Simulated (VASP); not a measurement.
# Mg2H3: single point with PBE

Mg2H3:

```
CELL_PARAMETERS angstrom
3.25311 0.00000 0.00000
-1.62656 2.81728 0.00000
0.00000 0.00000 6.05097
ATOMIC_POSITIONS crystal
Mg 0.00000 0.00000 0.24443
Mg 0.00000 0.00000 0.75557
H 0.50000 0.00000 0.50000
H 0.00000 0.50000 0.50000
H 0.50000 0.50000 0.50000
```

| Quantity | Value |
| --- | --- |
| Program | VASP 6.6.1 |
| Task | single point |
| Functional | PBE |
| Potentials or basis | VASP PAW PBE potentials, release 64 (Mg, H) |
| Cutoff | 520 eV |
| k mesh | 6 × 6 × 4 |
| Occupations | gaussian, width 0.1 eV |
| Spin | no spin polarisation |
| Dipole correction | no |
| Further INCAR settings | ALGO = Normal; EDIFF = 1e-06; NBANDS = 12 |

```yaml
Pressure: -0.1 GPa
Largest_force: 0.008 eV/Å
```

Forces in eV/Å, atoms in the order of the input:
```
Mg   0.000  0.000  0.008
Mg   0.000  0.000 -0.008
H    0.000  0.000  0.000
H    0.000  0.000  0.000
H    0.000  0.000  0.000
```

Stress tensor (GPa, compression positive):
```
-0.22  0.00  0.00
 0.00 -0.22  0.00
 0.00  0.00  0.08
```

Levels at points of the mesh, in eV from the Fermi level:
| k point | band 1 | band 2 | band 3 | band 4 | band 5 | band 6 | band 7 |
| --- | --- | --- | --- | --- | --- | --- | --- |
| (0.00, 0.00, 0.00) | -11.30 | -4.39 | -3.29 | 2.71 | 2.71 | 6.55 | 7.92 |
| (0.50, 0.00, 0.00) | -7.68 | -5.96 | 0.06 | 0.16 | 0.70 | 0.82 | 1.99 |
| (0.00, 0.00, 0.50) | -11.25 | -5.66 | 0.18 | 1.32 | 2.72 | 2.72 | 9.54 |
| (0.50, 0.00, 0.50) | -7.65 | -5.89 | -1.18 | -0.92 | 0.84 | 3.98 | 4.67 |

Wall time 6.7 s on 1 thread of Intel(R) Xeon(R) 6975P-C (Granite Rapids), on a shared host, peak memory 0.17 GiB.

Caveat: the k points lie up to 0.37 Å⁻¹ apart.
